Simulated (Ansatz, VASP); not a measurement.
One calculation of AlGa3N4, two programs

```
Al Ga N
1.0
     5.14235    0.00000    0.00013
     0.00000    3.16498    0.00000
    -0.00359    0.00000    5.64285
Al Ga N
1 3 4
Direct
  0.00060 0.50000 0.66736
  0.49912 0.50000 0.33492
  0.49903 0.00000 0.83156
  0.99986 0.00000 0.16618
  0.11967 0.50000 0.34010
  0.11765 0.00000 0.82638
  0.62044 0.00000 0.16622
  0.63123 0.50000 0.66730
```

Change from the starting cell: strain +0.000 along x and y, +0.030 along z, atoms carried along.

Alike in both runs: task single point; functional PBEsol; k mesh 6 × 8 × 6; occupations gaussian, width 0.05 eV; no spin polarisation.

|  | VASP | Ansatz |
| --- | --- | --- |
| version | VASP 6.6.1 | Ansatz 0.2.0 |
| potentials or method | VASP PAW PBE potentials, release 64 (Al, Ga_d, N), cutoff 520 eV | scalar-relativistic, plane waves, PAW |
| valence electrons in the cell | 62 | 62 |

```csv
,VASP,Ansatz,Ansatz less VASP
gap on the k mesh at the Fermi level (eV),2.13,2.11,-0.016
least direct gap on the mesh (eV),2.13,2.11,-0.016
pressure (GPa),-5.3,-5.2,+0.14
"traceless stress, the component that is largest in VASP (GPa)",-6.00,-5.98,+0.023
rms of the force components (eV/Å),0.138,0.139,+0.0014
```

VASP's potentials were made for PBE, not for PBEsol. Atom by atom the forces differ by 0.004 eV/Å (rms over components). With one functional, cell and mesh, what is left measures potentials, basis and numerics.
